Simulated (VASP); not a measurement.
Here is a VASP 6.6.1 calculation.

File POSCAR:

```
BaCaF4
1.0
    2.0705449678      1.1954296928      6.6883419823
   -2.0705449678      1.1954296928      6.6883419823
    0.0000000000     -2.3908593907      6.6883419814
Ba F Ca
1 4 1
Direct
    0.0000000000      0.0000000000      0.0000000000
    0.1333522145      0.1333522145      0.1333522145
    0.3848996823      0.3848996823      0.3848996823
    0.6151003177      0.6151003177      0.6151003177
    0.8666477855      0.8666477855      0.8666477855
    0.5000000000      0.5000000000      0.5000000000
```

INCAR.step1

```
SYSTEM = BaCaF4
  ALGO = Normal
  EDIFF = 1E-4
  ENCUT = 520
  GGA = PE
  ISMEAR = -1
  LASPH = .TRUE.
  LCHARG = .FALSE.
  LREAL = .FALSE.
  LWAVE = .TRUE.
  NBANDS = 33
  NELM = 80
  PREC = Accurate
  SIGMA = 0.02
```

The input INCAR.step2:

```
SYSTEM = BaCaF4
  ALGO = Normal
  EDIFF = 1E-7
  ENCUT = 520
  ISIF = 2
  ISMEAR = -1
  ISTART = 1
  LASPH = .TRUE.
  LCHARG = .TRUE.
  LELF = .TRUE.
  LMIXTAU = .TRUE.
  LREAL = .FALSE.
  LVHAR = .TRUE.
  LWAVE = .FALSE.
  METAGGA = R2SCAN
  NBANDS = 33
  NELM = 80
  PREC = Accurate
  SIGMA = 0.02
```

File KPOINTS:

```
k-points
0
G
  6 6 6
  0 0 0
```

Potentials or basis: VASP PAW PBE potentials, release 64 (Ba_sv, F, Ca_sv).

Launch:

```console
$ cat potpaw_PBE.64/Ba_sv/POTCAR potpaw_PBE.64/F/POTCAR potpaw_PBE.64/Ca_sv/POTCAR > POTCAR
$ cp INCAR.step1 INCAR
$ mpirun -np 1 vasp_std > vasp.out
$ cp INCAR.step2 INCAR
$ mpirun -np 1 vasp_std > vasp.out
```

Task: Estimate the band gap on the k mesh.

Result: 7.11 eV (least direct gap 7.32 eV).

Task: What does it give for the pressure?

Result: 0.9 GPa.

Forces in eV/Å, atoms in the order of the input:
```
Ba   0.000  0.000  0.000
F    0.000  0.000  0.052
F    0.000  0.000  0.042
F    0.000  0.000 -0.042
F    0.000  0.000 -0.052
Ca   0.000  0.000  0.000
```

Caveat: the PAW data sets were made with another functional, which shifts forces and pressure a little; spin-orbit coupling is left out, which moves the levels of the heavy elements. A k mesh can miss the band edges.
